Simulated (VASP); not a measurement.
# TiAl (P-6m2) in VASP: notebook, part 2 of 3

VASP 6.6.1.

## (3) Single point, PBEsol

This run uses another cell than the first one, of 13.38 Å³/atom, 0.758 times its volume.

INCAR

```
ALGO = Normal
EDIFF = 1E-6
ENCUT = 520
GGA = PS
ISIF = 2
ISMEAR = -1
LASPH = True
LCHARG = False
LREAL = False
LWAVE = False
NBANDS = 14
NELM = 60
PREC = Accurate
SIGMA = 0.05
```

KPOINTS

```
k-points
0
Gamma
  11 11 6
```

POSCAR

```
TiAl
1.0
    2.6505639782      0.0000000000      0.0000000000
   -1.3252819891      2.2954557395      0.0000000000
    0.0000000000      0.0000000000      4.3992608514
Ti Al
1 1
Direct
    0.0000000000      0.0000000000      0.0000000000
    0.3333333333      0.6666666667      0.5000000000
```

Potentials or basis: VASP PAW PBE potentials, release 64 (Ti_sv, Al).

Run with:

```console
$ cat potpaw_PBE.64/Ti_sv/POTCAR potpaw_PBE.64/Al/POTCAR > POTCAR
$ mpirun -np 1 vasp_std > vasp.out
```

OUTCAR:

```text
EDIFF = 1E-6
   ENCUT = 520
   GGA = PS
   ISIF = 2
   ISMEAR = -1
   LASPH = True
   LREAL = False
   NELM = 60
   PREC = Accurate

 ion  position               nearest neighbor table
   1  0.000  0.000  0.000-   2 2.68   2 2.68   2 2.68   2 2.68   2 2.68   2 2.68
   2  0.333  0.667  0.500-   1 2.68   1 2.68   1 2.68   1 2.68   1 2.68   1 2.68

  LATTYP: Found a hexagonal cell.
 ALAT       =     2.6505639782
 C/A-ratio  =     1.6597452043

  Lattice vectors:

 A1 = (   2.6505639782,   0.0000000000,   0.0000000000)
 A2 = (  -1.3252819891,   2.2954557395,   0.0000000000)
 A3 = (   0.0000000000,   0.0000000000,   4.3992608514)

Analysis of symmetry for initial positions (statically):
=====================================================================
 Subroutine PRICEL returns:
 Original cell was already a primitive cell.

 Routine SETGRP: Setting up the symmetry group for a
 hexagonal supercell.

 Subroutine GETGRP returns: Found 12 space group operations
 (whereof 12 operations were pure point group operations)
 out of a pool of 24 trial point group operations.

The static configuration has the point symmetry D_3h.

Analysis of symmetry for dynamics (positions and initial velocities):
=====================================================================
 Subroutine PRICEL returns:
 Original cell was already a primitive cell.

 Routine SETGRP: Setting up the symmetry group for a
 hexagonal supercell.

 Subroutine GETGRP returns: Found 12 space group operations
 (whereof 12 operations were pure point group operations)
 out of a pool of 24 trial point group operations.

The dynamic configuration has the point symmetry D_3h.

 Subroutine INISYM returns: Found 12 space group operations
 (whereof 12 operations are pure point group operations),
 and found     1 'primitive' translations

[... 116 lines left out ...]
  Fermi-wavevector in a.u.,A,eV,Ry     =   1.349718  2.550597 24.786248  1.821738
  Thomas-Fermi vector in A             =   2.477282
   LORBIT       =      0    0 simple, 1 ext, 2 COOP (PROOUT), +10 PAW based schemes
   GGA     = PS    functional components
   LHFCALC =     F    Hartree Fock is set to
   AEXX    =    0.0000 exact exchange contribution
   IVDW    =     0    specifies the selected vdW correction
   LEPSILON=     F    determine dielectric tensor
   LRPA    =     F    only Hartree local field effects (RPA)
 non-spin polarized calculation
  energy-cutoff  :      520.00
  volume of cell :       26.77
 maximum number of plane-waves:       746
 NGX is ok and might be reduce to    20
   NGX =  9   NGY =  9   NGZ = 17

 number of electron      15.0000002 magnetization

 Free energy of the ion-electron system (eV)
  ---------------------------------------------------
  ext. energy  EPLUGINS =         0.00000000
  ---------------------------------------------------
  free energy    TOTEN  =       -12.48139811 eV

  energy without entropy =      -12.46344554  energy(sigma->0) =      -12.47242183

 E-fermi :  10.2590     XC(G=0): -11.9988

 val. band max:       10.2498495504   @ k =   0.1818   0.0909   0.5000
 cond. band min:      10.2647487844   @ k =   0.2727   0.2727   0.3333
 fundamental gap:      0.0148992340
 Fermi energy:        10.2590248040

 k-point     1 :       0.0000    0.0000    0.0000
  band No.  band energies     occupation
      1     -45.5954      2.00000
      2     -22.0645      2.00000
      3     -21.2846      2.00000
      4     -21.2846      2.00000
      5       0.1524      2.00000
      6       7.6114      2.00000
      7       8.1985      2.00000
      8      11.7738      0.00000
      9      11.7738      0.00000
     10      13.8433      0.00000
     11      13.8433      0.00000
     12      15.0227      0.00000
     13      24.7967      0.00000
     14      24.7967      0.00000
[... 377 lines left out ...]
      1     -45.4831      2.00000
      2     -21.9641      2.00000
      3     -21.8469      2.00000
      4     -21.4355      2.00000
      5       1.9615      2.00000
      6       7.5802      2.00000
      7       9.5100      2.00000
      8      10.5154      0.01180
      9      13.0564      0.00000
     10      13.2910      0.00000
     11      13.3182      0.00000
     12      16.4672      0.00000
     13      18.1395      0.00000
     14      20.2190      0.00000

 [... further k-points ...]
[... 5 lines left out ...]
  --------------------------------------------------------------------------------------
  -------------------------------------------------------------------------------------
  Total        4.9795829      4.9795829      5.0005800      0.0000000     -0.0000000      0.0000000
  in kB      298.0688685    298.0688685    299.3257167      0.0000000     -0.0000000      0.0000000
  external PRESSURE =     298.4878179 kB  Pullay stress =       0.0000000 kB

 VOLUME and BASIS-vectors are now :
 -----------------------------------------------------------------------------
  energy-cutoff  :      520.00
  volume of cell :       26.77
      direct lattice vectors                 reciprocal lattice vectors
     2.650563978  0.000000000  0.000000000     0.377278197  0.217821669  0.000000000
    -1.325281989  2.295455739  0.000000000     0.000000000  0.435643338  0.000000000
     0.000000000  0.000000000  4.399260851     0.000000000  0.000000000  0.227310913

 POSITION                                       TOTAL-FORCE (eV/Angst)
 -----------------------------------------------------------------------------------
      0.00000      0.00000      0.00000        -0.000000      0.000000      0.000000
     -0.00000      1.53030      2.19963         0.000000      0.000000      0.000000
 -----------------------------------------------------------------------------------
    total drift:                                0.000000     -0.000000      0.000000

  FREE ENERGIE OF THE ION-ELECTRON SYSTEM (eV)
  ---------------------------------------------------
  free  energy   TOTEN  =       -12.4813981080 eV

  energy  without entropy=      -12.4634455442  energy(sigma->0) =      -12.47242183
```

OSZICAR:

```text
N       E                     dE             d eps       ncg     rms          rms(c)
DAV:   1     0.102646294905E+03    0.10265E+03   -0.70830E+03  1798   0.114E+03
DAV:   2    -0.798675209416E+01   -0.11063E+03   -0.10585E+03  1870   0.306E+02
DAV:   3    -0.135187732882E+02   -0.55320E+01   -0.54260E+01  2690   0.660E+01
DAV:   4    -0.136542913437E+02   -0.13552E+00   -0.13535E+00  2028   0.932E+00
DAV:   5    -0.136591623287E+02   -0.48710E-02   -0.48706E-02  2692   0.164E+00    0.120E+01
DAV:   6    -0.126478202565E+02    0.10113E+01   -0.41648E+00  2060   0.277E+01    0.411E+00
DAV:   7    -0.124891662118E+02    0.15865E+00   -0.44861E-01  1972   0.800E+00    0.302E+00
DAV:   8    -0.124810337525E+02    0.81325E-02   -0.13952E-01  2152   0.435E+00    0.744E-01
DAV:   9    -0.124814264002E+02   -0.39265E-03   -0.26140E-02  2048   0.235E+00    0.329E-01
DAV:  10    -0.124814697136E+02   -0.43313E-04   -0.43310E-03  2352   0.803E-01    0.979E-02
DAV:  11    -0.124814066662E+02    0.63047E-04   -0.28536E-04  2016   0.160E-01    0.430E-02
DAV:  12    -0.124813996622E+02    0.70041E-05   -0.20200E-05  2274   0.429E-02    0.126E-02
DAV:  13    -0.124813985205E+02    0.11417E-05   -0.13913E-06  1610   0.134E-02    0.842E-03
DAV:  14    -0.124813981080E+02    0.41245E-06   -0.13125E-06  1678   0.147E-02
   1 F= -.12481398E+02 E0= -.12472422E+02  d E =-.179526E-01
```

stdout:

```text
POSCAR found type information on POSCAR TiAl
 POSCAR found :  2 types and       2 ions
 scaLAPACK will be used
 -----------------------------------------------------------------------------
|                                                                             |
|                                                                             |
|     You enforced a specific xc type in the INCAR file but a different       |
|     I HOPE YOU KNOW WHAT YOU ARE DOING!                                     |
|                                                                             |
 -----------------------------------------------------------------------------

 LDA part: xc-table for (Slater+PW92), standard interpolation
 POSCAR, INCAR and KPOINTS ok, starting setup
 FFT: planning ... GRIDC
 FFT: planning ... GRID_SOFT
 FFT: planning ... GRID
 WAVECAR not read
 entering main loop
```

Wall time 25 s (1 thread of AMD EPYC 7R43 (Zen 3), shared host); peak memory 0.12 GiB.

What came out:

* Free energy: -12.4814 eV
* Pressure: 29.8 GPa

Stress tensor (GPa, compression positive):
```
29.81  0.00  0.00
 0.00 29.81  0.00
 0.00  0.00 29.93
```

Levels at points of the mesh, in eV from the Fermi level:
| k point | band 3 | band 4 | band 5 | band 6 | band 7 | band 8 | band 9 | band 10 | band 11 | band 12 |
| --- | --- | --- | --- | --- | --- | --- | --- | --- | --- | --- |
| (0.00, 0.00, 0.00) | -31.54 | -31.54 | -10.11 | -2.65 | -2.06 | 1.51 | 1.51 | 3.58 | 3.58 | 4.76 |
| (0.00, 0.00, 0.50) | -31.54 | -31.54 | -9.01 | -5.82 | -0.79 | 1.52 | 1.52 | 3.49 | 3.49 | 7.30 |

Caveat: the PAW data sets were made with another functional, which shifts forces and pressure a little.

## (4) Single point, PBEsol

This run uses another cell than the first one, of 14.10 Å³/atom, 0.799 times its volume.

INCAR

```
SYSTEM = TiAl
PREC = Accurate ; ENCUT = 520
EDIFF = 1E-7 ; ISMEAR = -1
SIGMA = 0.05 ; LREAL = .False.
LASPH = .True. ; NELM = 100
ALGO = Fast ; ISIF = 2
LWAVE = .False. ; LCHARG = .False.
GGA = PS ; NBANDS = 14
```

KPOINTS

```
regular mesh
0
Gamma
  11 11 6
  0 0 0
```

POSCAR

```
TiAl
1.0
    2.7024393902      0.0000000000      0.0000000000
   -1.3512196951      2.3403811641      0.0000000000
    0.0000000000      0.0000000000      4.4581383667
Ti Al
1 1
Direct
    0.0000000000      0.0000000000      0.0000000000
    0.3333333333      0.6666666667      0.5000000000
```

Run with:

```console
$ cat potpaw_PBE.64/Ti_sv/POTCAR potpaw_PBE.64/Al/POTCAR > POTCAR
$ mpirun -np 1 vasp_std > vasp.out
```

Run time: 90 s. Hardware: 1 thread of AMD EPYC 7R43 (Zen 3), shared host; peak memory 0.12 GiB.

It converged, with:

| Property | Result |
| --- | --- |
| Free energy | -12.7022 eV |
| Pressure | 19.9 GPa |

Stress tensor (GPa, compression positive):
```
19.85  0.00  0.00
 0.00 19.85  0.00
 0.00  0.00 19.97
```

Levels at points of the mesh, in eV from the Fermi level:
| k point | band 4 | band 5 | band 6 | band 7 | band 8 | band 9 | band 10 | band 11 |
| --- | --- | --- | --- | --- | --- | --- | --- | --- |
| (0.00, 0.00, 0.00) | -31.72 | -9.79 | -2.55 | -1.98 | 1.47 | 1.47 | 3.38 | 3.38 |
| (0.00, 0.00, 0.50) | -31.72 | -8.74 | -5.68 | -0.67 | 1.48 | 1.48 | 3.29 | 3.29 |

Caveat: the PAW data sets were made with another functional, which shifts forces and pressure a little.

## (5) Single point, PBEsol

This run uses another cell than the first one, of 15.00 Å³/atom, 0.850 times its volume.

INCAR

```
PREC     = Accurate       # precision mode
ENCUT    = 520            # plane-wave cutoff, eV
EDIFF    = 1E-6           # SCF threshold, eV
ISMEAR   = -1             # smearing method
SIGMA    = 0.05           # smearing width, eV
LREAL    = F              # projectors in reciprocal space
LASPH    = T              # aspherical terms in the spheres
NELM     = 80             # most SCF steps
ALGO     = Fast           # electronic algorithm
ISIF     = 2              # what is computed and relaxed
LWAVE    = F              # write WAVECAR
LCHARG   = F              # write CHGCAR
GGA      = PS             # functional
NBANDS   = 14             # bands
```

KPOINTS

```
regular mesh
0
Gamma
  11 11 6
```

POSCAR

```
TiAl
1.0
    2.7656996655      0.0000000000      0.0000000000
   -1.3828498327      2.3951661695      0.0000000000
    0.0000000000      0.0000000000      4.5287515197
Ti Al
1 1
Direct
    0.0000000000      0.0000000000      0.0000000000
    0.3333333333      0.6666666667      0.5000000000
```

Run with:

```console
$ cat potpaw_PBE.64/Ti_sv/POTCAR potpaw_PBE.64/Al/POTCAR > POTCAR
$ mpirun -np 1 vasp_std > vasp.out
```

Run time: 1.8 min. Hardware: 1 thread of AMD EPYC 7R43 (Zen 3), shared host; peak memory 0.13 GiB.

The run converged. Its results:

```
Free energy : -12.8679 eV
Pressure    : 9.9 GPa
```

Stress tensor (GPa, compression positive):
```
9.85 0.00 0.00
0.00 9.85 0.00
0.00 0.00 9.99
```

Levels at points of the mesh, in eV from the Fermi level:
| k point | band 5 | band 6 | band 7 | band 8 | band 9 | band 10 |
| --- | --- | --- | --- | --- | --- | --- |
| (0.00, 0.00, 0.00) | -9.43 | -2.43 | -1.88 | 1.41 | 1.41 | 3.15 |
| (0.00, 0.00, 0.50) | -8.43 | -5.51 | -0.53 | 1.43 | 1.43 | 3.06 |

Caveat: the PAW data sets were made with another functional, which shifts forces and pressure a little.

(Part 2 of 3 ends here.)
